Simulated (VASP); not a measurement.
# Li2Rh (P-3m1) in VASP: further runs

The runs below take Li2Rh through single point, with PBE.

Program: VASP 6.6.1. These are calculated values, not measurements. Logs are shortened: lines on timing, memory, paths and dates and some standing lists are left out, and cuts for length are marked.

### 1 The cell of the first run

The structure is trigonal, space group P-3m1 (No. 164). The conventional cell has a = 2.684 Å, b = 2.684 Å, c = 6.656 Å, α = 90.00°, β = 90.00°, γ = 120.00°. Li (site symmetry 3m) has 3 Rh at 2.57 Å and 9 Li at 2.68 to 2.99 Å within 3.4 Å. Rh (site symmetry -3m) has 6 Li at 2.57 Å and 6 Rh at 2.68 Å within 3.4 Å.

### 2 Single point, PBE (13.84 Å³/atom)

INCAR

```
ALGO     = Fast           # electronic algorithm
EDIFF    = 1E-7           # SCF threshold, eV
ENCUT    = 520            # plane-wave cutoff, eV
GGA      = PE             # functional
ISIF     = 2              # what is computed and relaxed
ISMEAR   = 0              # smearing method
LASPH    = T              # aspherical terms in the spheres
LCHARG   = F              # write CHGCAR
LREAL    = F              # projectors in reciprocal space
LWAVE    = F              # write WAVECAR
NBANDS   = 18             # bands
NELM     = 80             # most SCF steps
PREC     = Accurate       # precision mode
SIGMA    = 0.1            # smearing width, eV
```

KPOINTS

```
k-points
0
Gamma
  18 18 8
```

POSCAR

```
Li2Rh
1.0
    2.6840218640      0.0000000285      0.0000000000
   -1.3420109567      2.3244311043      0.0000000000
    0.0000000000      0.0000000000      6.6556833637
Li Rh
2 1
Direct
    0.3333333333      0.6666666667      0.3077406027
    0.6666666667      0.3333333333      0.6922593973
    0.0000000000      0.0000000000      0.0000000000
```

Potentials or basis: VASP PAW PBE potentials, release 64 (Li_sv, Rh_pv).

Command:

```bash
cat potpaw_PBE.64/Li_sv/POTCAR potpaw_PBE.64/Rh_pv/POTCAR > POTCAR
mpirun -np 1 vasp_std > vasp.out
```

OUTCAR:

```text
EDIFF = 1E-7
   ENCUT = 520
   GGA = PE
   ISIF = 2
   ISMEAR = 0
   LASPH = T
   LREAL = F
   NELM = 80
   PREC = Accurate

 ion  position               nearest neighbor table
   1  0.333  0.667  0.308-   3 2.57   3 2.57   3 2.57
   2  0.667  0.333  0.692-   3 2.57   3 2.57   3 2.57
   3  0.000  0.000  0.000-   1 2.57   2 2.57   2 2.57   1 2.57   2 2.57   1 2.57

  LATTYP: Found a hexagonal cell.
 ALAT       =     2.6840218640
 C/A-ratio  =     2.4797426031

  Lattice vectors:

 A1 = (   2.6840218640,   0.0000000285,   0.0000000000)
 A2 = (  -1.3420109567,   2.3244311043,   0.0000000000)
 A3 = (   0.0000000000,   0.0000000000,   6.6556833637)

Analysis of symmetry for initial positions (statically):
=====================================================================
 Subroutine PRICEL returns:
 Original cell was already a primitive cell.

 Routine SETGRP: Setting up the symmetry group for a
 hexagonal supercell.

 Subroutine GETGRP returns: Found 12 space group operations
 (whereof 12 operations were pure point group operations)
 out of a pool of 24 trial point group operations.

The static configuration has the point symmetry D_3d.

Analysis of symmetry for dynamics (positions and initial velocities):
=====================================================================
 Subroutine PRICEL returns:
 Original cell was already a primitive cell.

 Routine SETGRP: Setting up the symmetry group for a
 hexagonal supercell.

 Subroutine GETGRP returns: Found 12 space group operations
 (whereof 12 operations were pure point group operations)
 out of a pool of 24 trial point group operations.

The dynamic configuration has the point symmetry D_3d.

 Subroutine INISYM returns: Found 12 space group operations
 (whereof 12 operations are pure point group operations),
 and found     1 'primitive' translations

----------------------------------------------------------------------------------------

                                     Primitive cell

  volume of cell :      41.5236

  direct lattice vectors                    reciprocal lattice vectors
     2.684021864  0.000000029  0.000000000     0.372575204  0.215106400  0.000000000
[... 77 lines left out ...]
   NGXF,Y,Z  is equivalent  to a cutoff of  24.78, 24.78, 24.98 a.u.
 SYSTEM =  unknown system
   PREC   = accura    normal or accurate (medium, high low for compatibility)
   ISTART =      0    job   : 0-new  1-cont  2-samecut
   ICHARG =      2    charge: 1-file 2-atom 10-const
   ISPIN  =      1    spin polarized calculation?
   LNONCOLLINEAR =      F non collinear calculations
   LSORBIT =      F    spin-orbit coupling
   LASPH  =      T    aspherical Exc in radial PAW
   ENCUT  =  520.0 eV  38.22 Ry    6.18 a.u.   4.99  4.99 12.38*2*pi/ulx,y,z
   NELM   =     80;   NELMIN=  2; NELMDL= -5     # of ELM steps
   EDIFF  = 0.1E-06   stopping-criterion for ELM
   LREAL  =      F    real-space projection
   EDIFFG = 0.1E-05   stopping-criterion for IOM
   NSW    =      0    number of steps for IOM
   IBRION =     -1    ionic relax: 0-MD 1-quasi-New 2-CG
   NFREE  =      0    steps in history (QN), initial steepest desc. (CG)
   ISIF   =      2    stress and relaxation
   ISYM   =      2    0-nonsym 1-usesym 2-fastsym
   POTIM  = 0.5000    time-step for ionic-motion
   TEBEG  =    0.0;   TEEND  =   0.0 temperature during run
   PSTRESS=    0.0 pullay stress
   NELECT =      21.0000    total number of electrons
   NUPDOWN=      -1.0000    fix difference up-down
   EMIN   =  10.00;   EMAX   =-10.00  energy-range for DOS
   EFERMI =   0.00;   METHOD = LEGACY
   ISMEAR =     0;   SIGMA  =   0.10  broadening in eV -4-tet -1-fermi 0-gaus
   EFERMI_NEDOS =   21; number of points for ismear=-14 and -15
   IALGO  =     68    algorithm
   IMIX   =      4    mixing-type and parameters
     AMIX     =   0.40;   BMIX     =  1.00
     AMIX_MAG =   1.60;   BMIX_MAG =  1.00
  volume/ion in A,a.u.               =      13.84        93.41
  Fermi-wavevector in a.u.,A,eV,Ry     =   1.304316  2.464800 23.146776  1.701240
  Thomas-Fermi vector in A             =   2.435260
   LORBIT       =      0    0 simple, 1 ext, 2 COOP (PROOUT), +10 PAW based schemes
   GGA     = PE    functional components
   LHFCALC =     F    Hartree Fock is set to
   AEXX    =    0.0000 exact exchange contribution
   IVDW    =     0    specifies the selected vdW correction
   LEPSILON=     F    determine dielectric tensor
   LRPA    =     F    only Hartree local field effects (RPA)
 non-spin polarized calculation
 RMM-DIIS sequential band-by-band and
 Gauss-broadening in eV      SIGMA  =   0.10
  energy-cutoff  :      520.00
  volume of cell :       41.52
 maximum number of plane-waves:      1143
   NGX =  9   NGY =  9   NGZ = 25

 number of electron      20.9999993 magnetization

 Free energy of the ion-electron system (eV)
  ---------------------------------------------------
  ext. energy  EPLUGINS =         0.00000000
  ---------------------------------------------------
  free energy    TOTEN  =       -11.42890193 eV

  energy without entropy =      -11.41882212  energy(sigma->0) =      -11.42386202

 E-fermi :   4.7813     XC(G=0):  -9.9836

 val. band max:        4.7797204870   @ k =   0.3333   0.0556   0.3750
 cond. band min:       4.7847852654   @ k =  -0.0556   0.3333   0.1250
 fundamental gap:      0.0050647784
 Fermi energy:         4.7813449181

 k-point     1 :       0.0000    0.0000    0.0000
  band No.  band energies     occupation
      1     -40.9956      2.00000
      2     -40.8772      2.00000
      3     -40.8699      2.00000
      4     -40.8699      2.00000
      5     -40.7309      2.00000
      6      -0.9499      2.00000
[... 481 lines left out ...]
      5     -40.7523      2.00000
      6       0.5413      2.00000
[... 10 lines left out ...]
     17      16.2500      0.00000
     18      17.2555      0.00000

 [... further k-points ...]
[... 5 lines left out ...]
  --------------------------------------------------------------------------------------
  -------------------------------------------------------------------------------------
  Total        0.9224342      0.9224342      0.9352554     -0.0000000      0.0000000     -0.0000000
  in kB       35.5918535     35.5918535     36.0865547     -0.0000000      0.0000000     -0.0000000
  external PRESSURE =      35.7567539 kB  Pullay stress =       0.0000000 kB

 VOLUME and BASIS-vectors are now :
 -----------------------------------------------------------------------------
  energy-cutoff  :      520.00
  volume of cell :       41.52
      direct lattice vectors                 reciprocal lattice vectors
     2.684021864  0.000000029  0.000000000     0.372575204  0.215106400  0.000000000
    -1.342010957  2.324431104  0.000000000    -0.000000005  0.430212791  0.000000000
     0.000000000  0.000000000  6.655683364     0.000000000  0.000000000  0.150247532

 POSITION                                       TOTAL-FORCE (eV/Angst)
 -----------------------------------------------------------------------------------
     -0.00000      1.54962      2.04822         0.000000      0.000000      0.003018
      1.34201      0.77481      4.60746        -0.000000      0.000000     -0.003018
      0.00000      0.00000      0.00000        -0.000000      0.000000      0.000000
 -----------------------------------------------------------------------------------
    total drift:                                0.000000      0.000000      0.000000

  FREE ENERGIE OF THE ION-ELECTRON SYSTEM (eV)
  ---------------------------------------------------
  free  energy   TOTEN  =       -11.4289019301 eV

  energy  without entropy=      -11.4188221189  energy(sigma->0) =      -11.42386202
```

stdout:

```text
POSCAR found type information on POSCAR LiRh
 POSCAR found :  2 types and       3 ions
 scaLAPACK will be used
[... 14 lines left out ...]
 num prob  num prob  num prob  num prob  num prob  num prob  num prob  num prob  num prob WARNING in EDDRMM: call to ZHEGV failed, returncode =   6  3     10
 num prob  num prob  num prob  num prob  num prob  num prob  num prob  num prob  num prob  num prob  num prob  num prob  num prob  num prob  num prob  num prob  num prob  num prob  num prob RMM:  21    -0.114289018884E+02   -0.10461E-06   -0.55909E-07 11303   0.331E-03    0.339E-05
 num prob  num prob  num prob  num prob  num prob  num prob  num prob  num prob  num prob  num prob  num prob  num prob  num prob  num prob  num prob RMM:  22    -0.114289019301E+02   -0.41741E-07   -0.26128E-07 10827   0.261E-03
```

Wall time 6.2 min (1 thread of Intel Xeon 8259CL, shared host); peak memory 0.29 GiB.

Results:

* Free energy: -11.4289 eV
* Largest force: 0.003 eV/Å
* Band gap on the k mesh: zero (an odd number of electrons rules out a gap without spin polarisation)

Forces in eV/Å, atoms in the order of the input:
```
Li   0.000  0.000  0.003
Li   0.000  0.000 -0.003
Rh   0.000  0.000  0.000
```

Caveat: the cutoff is under 1.25 times the usual one of these potentials, so pressure, stress and relaxed cells hold a basis-set (Pulay) error.

(Part 1 of 2 ends here.)
